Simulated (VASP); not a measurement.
A run of VASP 6.6.1 is set up as follows.

File INCAR:

```
SYSTEM = BN
PREC = Accurate
ENCUT = 600
EDIFF = 1E-6
ISMEAR = 0
SIGMA = 0.05
LREAL = .FALSE.
LASPH = .TRUE.
NELM = 80
ALGO = Normal
ISIF = 4
LWAVE = .FALSE.
LCHARG = .FALSE.
GGA = PE
IVDW = 12
IBRION = 2
NSW = 60
EDIFFG = -0.01
```

The input KPOINTS:

```
Automatic mesh
0
G
  12 12 6
  0 0 0
```

The input POSCAR:

```
BN
1.0
    2.5072943752      0.0000000000      0.0000000000
   -1.2536471876      2.1713806237      0.0000000000
    0.0000000000      0.0000000000      4.1467608783
B N
2 2
Direct
    0.6666666667      0.3333333333      0.0002396181
    0.3333333333      0.6666666667      0.5002396181
    0.6666666667      0.3333333333      0.3747603819
    0.3333333333      0.6666666667      0.8747603819
```

Potentials or basis: VASP PAW PBE potentials, release 64 (B, N).

Launch:

```bash
$ cat potpaw_PBE.64/B/POTCAR potpaw_PBE.64/N/POTCAR > POTCAR
$ mpirun -np 1 vasp_std > vasp.out
```

Question: What does it give for the band gap on the k mesh?

Answer: 5.09 eV, indirect (least direct gap 8.49 eV).

Question: Predict the dispersion energy per atom.

Answer: -0.219 eV.

Stress tensor (GPa, compression positive):
```
16.83  0.00  0.00
 0.00 16.83  0.00
 0.00  0.00 16.98
```

 A k mesh can miss the band edges.
